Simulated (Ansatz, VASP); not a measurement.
# Cl in VASP and in Ansatz

```
Cl
1.0
    -1.68993    1.68993    1.68993
     1.68993   -1.68993    1.68993
     1.68993    1.68993   -1.68993
Cl
1
Direct
  0.00000 0.00000 0.00000
```

Alike in both runs: functional PBEsol; k mesh 15 × 15 × 15; occupations fermi-dirac, width 0.08 eV; no spin polarisation.

Ansatz relaxed the structure, and its values are those at the end. VASP's run is a single point on that final structure, the one shown.

|  | VASP | Ansatz |
| --- | --- | --- |
| version | VASP 6.6.1 | Ansatz 0.2.0 |
| potentials or method | VASP PAW PBE potentials, release 64 (Cl) | PAW with Ansatz's default frozen-core files, scalar-relativistic |
| plane-wave cutoff (eV) | 520 | 420 |
| valence electrons in the cell | 7 | 7 |

|  | VASP | Ansatz | Ansatz less VASP |
| --- | --- | --- | --- |
| pressure (GPa) | -0.1 | 0.0 | +0.07 |

VASP's potentials were made for PBE, not for PBEsol. The functional is the same, so the differences come from potentials, cutoffs and numerics.
